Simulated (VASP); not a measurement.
Input of a VASP 6.6.1 run:

File INCAR:

```
PREC = Accurate
ENCUT = 520
EDIFF = 1E-6
ISMEAR = 0
SIGMA = 0.1
LREAL = F
LASPH = T
NELM = 100
ALGO = Normal
ISIF = 2
LWAVE = F
LCHARG = F
GGA = PE
NBANDS = 18
```

File KPOINTS:

```
regular mesh
0
Gamma
  12 12 4
```

POSCAR

```
ZrH6
1.0
    1.9716372412     -2.4912654861      0.0000000000
    1.9716372412      2.4912654861      0.0000000000
    0.0000000000      0.0000000000      9.5416332609
Zr H
1 6
Direct
    0.5000000000      0.5000000000      0.1061353764
    0.6644903921      0.8417948805      0.2794837130
    0.3355096079      0.1582051195      0.2794837130
    0.8417948805      0.6644903921      0.2794837130
    0.1582051195      0.3355096079      0.2794837130
    0.0951570600      0.0951570600      0.5993145057
    0.9048429400      0.9048429400      0.5993145057
```

Potentials or basis: VASP PAW PBE potentials, release 64 (Zr_sv, H).

Launch:

```sh
$ cat potpaw_PBE.64/Zr_sv/POTCAR potpaw_PBE.64/H/POTCAR > POTCAR
$ mpirun -np 1 vasp_std > vasp.out
```

(1) Estimate the largest force.

(2) Estimate the pressure.

(3) What does it give for the band gap on the k mesh?

## Answers

(1) 0.012 eV/Å.

(2) -0.1 GPa.

(3) zero (band 9 reaches 0.98 eV, above the bottom of band 10 at 0.77 eV).
